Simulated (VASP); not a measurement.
# Ge (Im-3m) in VASP: relaxation of cell and atoms with PBE

Aim: the relaxation of cell and atoms of Ge with PBE.

Program: VASP 6.6.1. These are calculated values, not measurements. Logs are shortened: lines on timing, memory, paths and dates and some standing lists are left out, and cuts for length are marked.

## Step 1: The cell of the first run

It takes space group Im-3m (No. 229, cubic). The conventional cell has a = 3.362 Å, b = 3.362 Å, c = 3.362 Å, α = 90.00°, β = 90.00°, γ = 90.00°. Within 3.8 Å of Ge (site symmetry m-3m) lie 14 Ge at 2.91 to 3.36 Å.

This isn't the form of Ge at room conditions, which is diamond.

## Step 2: Relaxation of cell and atoms, PBE

INCAR reads:

```
  PREC = Accurate
  ENCUT = 600
  EDIFF = 1E-7
  ISMEAR = -1
  SIGMA = 0.05
  LREAL = False
  LASPH = True
  NELM = 100
  ALGO = Normal
  ISIF = 3
  LWAVE = False
  LCHARG = False
  GGA = PE
  IBRION = 2
  NSW = 60
  EDIFFG = -0.005
```

KPOINTS reads:

```
regular mesh
0
Gamma
  20 20 20
```

POSCAR reads:

```
Ge
1.0
   -1.6809877034      1.6809877034      1.6809877034
    1.6809877034     -1.6809877034      1.6809877034
    1.6809877034      1.6809877034     -1.6809877034
Ge
1
Direct
    0.0000000000      0.0000000000      0.0000000000
```

Potentials or basis: VASP PAW PBE potentials, release 64 (Ge_d).

Command:

```sh
> cat potpaw_PBE.64/Ge_d/POTCAR > POTCAR
> mpirun -np 1 vasp_std > vasp.out
```

OUTCAR:

```text
PREC = Accurate
   ENCUT = 600
   EDIFF = 1E-7
   ISMEAR = -1
   LREAL = False
   LASPH = True
   NELM = 100
   ISIF = 3
   GGA = PE
   IBRION = 2
   NSW = 60
   EDIFFG = -0.005

 ion  position               nearest neighbor table
   1  0.000  0.000  0.000-

  LATTYP: Found a body centered cubic cell.
 ALAT       =     3.3619754068

  Lattice vectors:

 A1 = (  -1.6809877034,   1.6809877034,   1.6809877034)
 A2 = (   1.6809877034,  -1.6809877034,   1.6809877034)
 A3 = (   1.6809877034,   1.6809877034,  -1.6809877034)

Analysis of symmetry for initial positions (statically):
=====================================================================
 Subroutine PRICEL returns:
 Original cell was already a primitive cell.

 Routine SETGRP: Setting up the symmetry group for a
 body centered cubic supercell.

 Subroutine GETGRP returns: Found 48 space group operations
 (whereof 48 operations were pure point group operations)
 out of a pool of 48 trial point group operations.

The static configuration has the point symmetry O_h .

Analysis of symmetry for dynamics (positions and initial velocities):
=====================================================================
 Subroutine PRICEL returns:
 Original cell was already a primitive cell.

 Routine SETGRP: Setting up the symmetry group for a
 body centered cubic supercell.

 Subroutine GETGRP returns: Found 48 space group operations
 (whereof 48 operations were pure point group operations)
 out of a pool of 48 trial point group operations.

The dynamic configuration has the point symmetry O_h .

 Subroutine INISYM returns: Found 48 space group operations
 (whereof 48 operations are pure point group operations),
 and found     1 'primitive' translations

----------------------------------------------------------------------------------------

                                     Primitive cell

  volume of cell :      19.0000

  direct lattice vectors                    reciprocal lattice vectors
    -1.680987703  1.680987703  1.680987703     0.000000000  0.297444175  0.297444175
     1.680987703 -1.680987703  1.680987703     0.297444175  0.000000000  0.297444175
     1.680987703  1.680987703 -1.680987703     0.297444175  0.297444175  0.000000000

  length of vectors
     2.911556109  2.911556109  2.911556109     0.420649586  0.420649586  0.420649586

  position of ions in fractional coordinates (direct lattice)
     0.000000000  0.000000000  0.000000000

  ion indices of the primitive-cell ions
   primitive index   ion index
                 1           1

----------------------------------------------------------------------------------------

 KPOINTS: regular mesh

Automatic generation of k-mesh.
 Grid dimensions read from file:
 generate k-points for:   20   20   20

 Generating k-lattice:

  Cartesian coordinates                     Fractional coordinates (reciprocal lattice)
     0.000000000  0.014872209  0.014872209     0.050000000  0.000000000  0.000000000
     0.014872209  0.000000000  0.014872209     0.000000000  0.050000000  0.000000000
     0.014872209  0.014872209  0.000000000     0.000000000  0.000000000  0.050000000

  Length of vectors
     0.021032479  0.021032479  0.021032479

  Shift w.r.t. Gamma in fractional coordinates (k-lattice)
     0.000000000  0.000000000  0.000000000

 Subroutine IBZKPT returns following result:
 ===========================================

 Found    256 irreducible k-points:

 Following reciprocal coordinates:
            Coordinates               Weight
  0.000000  0.000000  0.000000      1.000000
  0.050000  0.000000  0.000000     12.000000
  0.100000  0.000000  0.000000     12.000000
  0.150000  0.000000  0.000000     12.000000
  0.200000  0.000000  0.000000     12.000000
  0.250000  0.000000  0.000000     12.000000
[... 16 lines left out ...]
  0.200000  0.100000 -0.000000     48.000000
  0.250000  0.100000 -0.000000     48.000000
 [... further k-points ...]
   k-points           NKPTS =    256   k-points in BZ     NKDIM =    256   number of bands    NBANDS=     11
   number of dos      NEDOS =    301   number of ions     NIONS =      1
   total plane-waves  NPLWV =  13824
   dimension x,y,z NGX =    24 NGY =   24 NGZ =   24
   dimension x,y,z NGXF=    48 NGYF=   48 NGZF=   48
   ions per type =               1
   NGX,Y,Z   is equivalent  to a cutoff of  13.70, 13.70, 13.70 a.u.
   NGXF,Y,Z  is equivalent  to a cutoff of  27.41, 27.41, 27.41 a.u.
 SYSTEM =  unknown system
   PREC   = accura    normal or accurate (medium, high low for compatibility)
   ISTART =      0    job   : 0-new  1-cont  2-samecut
   ICHARG =      2    charge: 1-file 2-atom 10-const
   ISPIN  =      1    spin polarized calculation?
   LNONCOLLINEAR =      F non collinear calculations
   LSORBIT =      F    spin-orbit coupling
   LASPH  =      T    aspherical Exc in radial PAW
   ENCUT  =  600.0 eV  44.10 Ry    6.64 a.u.   5.82  5.82  5.82*2*pi/ulx,y,z
   NELM   =    100;   NELMIN=  2; NELMDL= -5     # of ELM steps
   EDIFF  = 0.1E-06   stopping-criterion for ELM
   LREAL  =      F    real-space projection
   EDIFFG = -.5E-02   stopping-criterion for IOM
   NSW    =     60    number of steps for IOM
   IBRION =      2    ionic relax: 0-MD 1-quasi-New 2-CG
   NFREE  =      1    steps in history (QN), initial steepest desc. (CG)
   ISIF   =      3    stress and relaxation
   ISYM   =      2    0-nonsym 1-usesym 2-fastsym
   POTIM  = 0.5000    time-step for ionic-motion
   TEBEG  =    0.0;   TEEND  =   0.0 temperature during run
   PSTRESS=    0.0 pullay stress
   NELECT =      14.0000    total number of electrons
   NUPDOWN=      -1.0000    fix difference up-down
   EMIN   =  10.00;   EMAX   =-10.00  energy-range for DOS
   EFERMI =   0.00;   METHOD = LEGACY
   ISMEAR =    -1;   SIGMA  =   0.05  broadening in eV -4-tet -1-fermi 0-gaus
   EFERMI_NEDOS =   21; number of points for ismear=-14 and -15
   IALGO  =     38    algorithm
   IMIX   =      4    mixing-type and parameters
     AMIX     =   0.40;   BMIX     =  1.00
     AMIX_MAG =   1.60;   BMIX_MAG =  1.00
  volume/ion in A,a.u.               =      19.00       128.22
  Fermi-wavevector in a.u.,A,eV,Ry     =   1.478653  2.794249 29.747983  2.186415
  Thomas-Fermi vector in A             =   2.592908
   LORBIT       =      0    0 simple, 1 ext, 2 COOP (PROOUT), +10 PAW based schemes
   GGA     = PE    functional components
   LHFCALC =     F    Hartree Fock is set to
   AEXX    =    0.0000 exact exchange contribution
   IVDW    =     0    specifies the selected vdW correction
   LEPSILON=     F    determine dielectric tensor
   LRPA    =     F    only Hartree local field effects (RPA)
 conjugate gradient relaxation of ions
 non-spin polarized calculation
  energy-cutoff  :      600.00
  volume of cell :       19.00
 maximum number of plane-waves:       682
   NGX = 11   NGY = 11   NGZ = 11

--------------------------------------- Ionic step        1  -------------------------------------------

 number of electron      14.0000001 magnetization

 Free energy of the ion-electron system (eV)
  ---------------------------------------------------
  ext. energy  EPLUGINS =         0.00000000
  ---------------------------------------------------
  free energy    TOTEN  =        -4.18137994 eV

  energy without entropy =       -4.17731303  energy(sigma->0) =       -4.17934649

------------------------ aborting loop because EDIFF is reached ----------------------------------------

  FORCE on cell =-STRESS in cart. coord.  units (eV):
  Direction    XX          YY          ZZ          XY          YZ          ZX
  --------------------------------------------------------------------------------------
  -------------------------------------------------------------------------------------
  Total        0.0740676      0.0740676      0.0740676      0.0000000      0.0000000     -0.0000000
  in kB        6.2457616      6.2457616      6.2457616      0.0000000      0.0000000     -0.0000000
  external PRESSURE =       6.2457616 kB  Pullay stress =       0.0000000 kB

 VOLUME and BASIS-vectors are now :
 -----------------------------------------------------------------------------
  energy-cutoff  :      600.00
  volume of cell :       19.00
      direct lattice vectors                 reciprocal lattice vectors
    -1.680987703  1.680987703  1.680987703     0.000000000  0.297444175  0.297444175
     1.680987703 -1.680987703  1.680987703     0.297444175  0.000000000  0.297444175
     1.680987703  1.680987703 -1.680987703     0.297444175  0.297444175  0.000000000

 POSITION                                       TOTAL-FORCE (eV/Angst)
 -----------------------------------------------------------------------------------
      0.00000      0.00000      0.00000        -0.000000      0.000000      0.000000
 -----------------------------------------------------------------------------------
    total drift:                               -0.000000      0.000000      0.000000

  FREE ENERGIE OF THE ION-ELECTRON SYSTEM (eV)
  ---------------------------------------------------
  free  energy   TOTEN  =        -4.1813799427 eV

  energy  without entropy=       -4.1773130314  energy(sigma->0) =       -4.17934649

--------------------------------------- Ionic step        2  -------------------------------------------

 number of electron      13.9999995 magnetization

 Free energy of the ion-electron system (eV)
  ---------------------------------------------------
  ext. energy  EPLUGINS =         0.00000000
  ---------------------------------------------------
  free energy    TOTEN  =        -4.18171935 eV

  energy without entropy =       -4.17742011  energy(sigma->0) =       -4.17956973

 E-fermi :   6.5963     XC(G=0): -11.2144

 val. band max:        6.5722096938   @ k =   0.3000   0.0000   0.0000
 cond. band min:       6.6122421355   @ k =  -0.4000   0.4000   0.4000
 fundamental gap:      0.0400324417
 Fermi energy:         6.5963093506

 k-point     1 :       0.0000    0.0000    0.0000
  band No.  band energies     occupation
      1     -18.1639      2.00000
      2     -18.1639      2.00000
      3     -18.1639      2.00000
      4     -18.0822      2.00000
      5     -18.0822      2.00000
      6      -6.4184      2.00000
      7      15.5703      0.00000
      8      15.5703      0.00000
      9      15.5704      0.00000
     10      21.4061      0.00000
     11      21.4061      0.00000

 k-point     2 :       0.0500    0.0000    0.0000
  band No.  band energies     occupation
      1     -18.1646      2.00000
      2     -18.1630      2.00000
      3     -18.1608      2.00000
      4     -18.0830      2.00000
      5     -18.0823      2.00000
      6      -6.3533      2.00000
      7      15.0383      0.00000
      8      15.3188      0.00000
      9      15.5071      0.00000
     10      20.8854      0.00000
     11      20.9817      0.00000

 k-point     3 :       0.1000    0.0000    0.0000
  band No.  band energies     occupation
      1     -18.1666      2.00000
      2     -18.1603      2.00000
      3     -18.1516      2.00000
      4     -18.0852      2.00000
      5     -18.0826      2.00000
      6      -6.1580      2.00000
      7      13.7101      0.00000
      8      14.7090      0.00000
      9      15.3224      0.00000
     10      19.9613      0.00000
     11      20.0007      0.00000
[... 267 lines left out ...]
 k-point    23 :       0.2000    0.1000   -0.0000
  band No.  band energies     occupation
      1     -18.1740      2.00000
      2     -18.1520      2.00000
      3     -18.0963      2.00000
      4     -18.0937      2.00000
      5     -18.0839      2.00000
      6      -4.6004      2.00000
      7       8.3756      0.00000
      8      11.2500      0.00000
      9      13.4926      0.00000
     10      18.0186      0.00000
     11      19.2211      0.00000

 k-point    24 :       0.2500    0.1000   -0.0000
  band No.  band energies     occupation
      1     -18.1779      2.00000
      2     -18.1497      2.00000
      3     -18.0949      2.00000
      4     -18.0858      2.00000
      5     -18.0767      2.00000
      6      -3.8935      2.00000
      7       6.6811      0.31006
      8      10.5991      0.00000
      9      13.0724      0.00000
     10      17.5283      0.00000
     11      19.0820      0.00000

 [... further k-points ...]

------------------------ aborting loop because EDIFF is reached ----------------------------------------

  FORCE on cell =-STRESS in cart. coord.  units (eV):
  Direction    XX          YY          ZZ          XY          YZ          ZX
  --------------------------------------------------------------------------------------
  -------------------------------------------------------------------------------------
  Total       -0.0038838     -0.0038838     -0.0038838      0.0000000      0.0000000      0.0000000
  in kB       -0.3240141     -0.3240141     -0.3240141      0.0000000      0.0000000      0.0000000
  external PRESSURE =      -0.3240141 kB  Pullay stress =       0.0000000 kB

 VOLUME and BASIS-vectors are now :
 -----------------------------------------------------------------------------
  energy-cutoff  :      600.00
  volume of cell :       19.20
      direct lattice vectors                 reciprocal lattice vectors
    -1.686994240  1.686994240  1.686994240     0.000000000  0.296385126  0.296385126
     1.686994240 -1.686994240  1.686994240     0.296385126  0.000000000  0.296385126
     1.686994240  1.686994240 -1.686994240     0.296385126  0.296385126  0.000000000

 POSITION                                       TOTAL-FORCE (eV/Angst)
 -----------------------------------------------------------------------------------
      3.37399      0.00000      0.00000         0.000000      0.000000      0.000000
 -----------------------------------------------------------------------------------
    total drift:                                0.000000      0.000000      0.000000

  FREE ENERGIE OF THE ION-ELECTRON SYSTEM (eV)
  ---------------------------------------------------
  free  energy   TOTEN  =        -4.1817193472 eV

  energy  without entropy=       -4.1774201053  energy(sigma->0) =       -4.17956973

 reached required accuracy - stopping structural energy minimisation
```

Run time: 42 s. Hardware: 1 thread of AMD EPYC 9R45 (Zen 5), shared host; peak memory 0.16 GiB.

What came out:

```yaml
Free_energy: -4.1817 eV
Relaxed_volume: 19.20 Å³/atom
Relaxed_cell: a = 2.922 Å, b = 2.922 Å, c = 2.922 Å, α = 109.47°, β = 109.47°, γ = 109.47°
Space_group_after_relaxing_to_0.1_Å: Im-3m (No. 229)
Energy_gained_by_relaxing: 0.3 meV/atom
Ionic_steps: 2
Pressure_after_relaxing: 0.0 GPa
Band_gap_on_the_k_mesh: zero (bands 7 and 8 overlap by 11.91 eV)
```

The path:
```tsv
step	energy change (eV)	largest force (eV/Å)	pressure (GPa)	volume (Å³)
1	0.0000	0.0000	0.62	19.00
2	-0.0003	0.0000	-0.03	19.20
```

Final structure:
```yaml
crystal:
  lattice:
    - [-1.68699, 1.68699, 1.68699]
    - [1.68699, -1.68699, 1.68699]
    - [1.68699, 1.68699, -1.68699]
  atoms:
    - { symbol: Ge, position: [0.00000, 0.00000, 0.00000] }
```

The gap in the log of VASP goes by the Fermi energy; the results here count the filled bands.